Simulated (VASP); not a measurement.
Input of a VASP 6.6.1 run:

The input INCAR:

```
ALGO = Fast ; EDIFF = 1E-6
ENCUT = 520 ; GGA = PS
ISIF = 2 ; ISMEAR = 0
LASPH = T ; LCHARG = F
LREAL = F ; LWAVE = F
NBANDS = 18 ; NELM = 80
PREC = Accurate ; SIGMA = 0.1
```

File KPOINTS:

```
k-points
0
Gamma
  16 16 16
```

POSCAR

```
Au
1.0
    3.1124609168      0.0000000000      0.0000000000
    0.0000000000      3.1124609168      0.0000000000
    0.0000000000      0.0000000000      3.5348012198
Au
2
Direct
    0.0000000000      0.0000000000      0.0000000000
    0.5000000000      0.5000000000      0.5000000000
```

Potentials or basis: VASP PAW PBE potentials, release 64 (Au).

The run is started by

```console
$ cat potpaw_PBE.64/Au/POTCAR > POTCAR
$ mpirun -np 1 vasp_std > vasp.out
```

(1) Predict the pressure.

(2) Estimate the band gap on the k mesh.

Answers

(1) -0.9 GPa.

(2) zero (bands 11 and 12 overlap by 6.38 eV).

Caveat: the cell differs from its parent crystal (biaxial strain in the a-b plane: -4.0 %, then relaxed in part); the PAW data sets were made with another functional, which shifts forces and pressure a little; spin-orbit coupling is left out, which moves the levels of the heavy elements.
